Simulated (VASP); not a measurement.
Here is a VASP 6.6.1 calculation.

Contents of INCAR:

```
SYSTEM = ZnS
PREC = Accurate ; ENCUT = 520
EDIFF = 1E-7 ; ISMEAR = 0
SIGMA = 0.05 ; LREAL = .False.
LASPH = .True. ; NELM = 60
ALGO = Normal ; ISIF = 2
LWAVE = .False. ; LCHARG = .False.
GGA = PE ; NBANDS = 46
```

The input KPOINTS:

```
Automatic mesh
0
Gamma
  8 8 2
  0 0 0
```

File POSCAR:

```
ZnS
1.0
   -3.8454929872      0.0000000000      0.0000000000
   -1.9227464936     -3.3302946170      0.0000000000
   -1.9225542190     -1.1099871958     12.6106666151
Zn S
4 4
Direct
    0.1145685803      0.1145685803      0.6563598951
    0.2812185803      0.2812185803      0.1563598951
    0.3645769136      0.3645769136      0.9063598951
    0.5312269136      0.5312269136      0.4063598951
    0.0521480864      0.0521480864      0.8436401049
    0.2187980864      0.2187980864      0.3436401049
    0.6354564197      0.6354564197      0.0936401049
    0.4688064197      0.4688064197      0.5936401049
```

Potentials or basis: VASP PAW PBE potentials, release 64 (Zn, S).

The run is started by

```console
$ cat potpaw_PBE.64/Zn/POTCAR potpaw_PBE.64/S/POTCAR > POTCAR
$ mpirun -np 1 vasp_std > vasp.out
```

Question: What does it give for the pressure?

Answer: -0.6 GPa.

Question: Estimate the band gap on the k mesh.

Answer: 1.47 eV, indirect (the least direct gap lies 3.2 meV higher).

Question: Estimate the largest force.

Answer: 0.446 eV/Å.

Forces in eV/Å, atoms in the order of the input:
```
Zn  -0.001  0.000 -0.198
Zn   0.000  0.000  0.057
Zn  -0.001  0.000 -0.026
Zn   0.000  0.000 -0.218
S    0.000  0.000  0.405
S    0.000  0.000  0.236
S    0.001  0.000 -0.446
S    0.000  0.000  0.190
```

A hybrid or GW would open this gap; PBE tends to underestimate it.
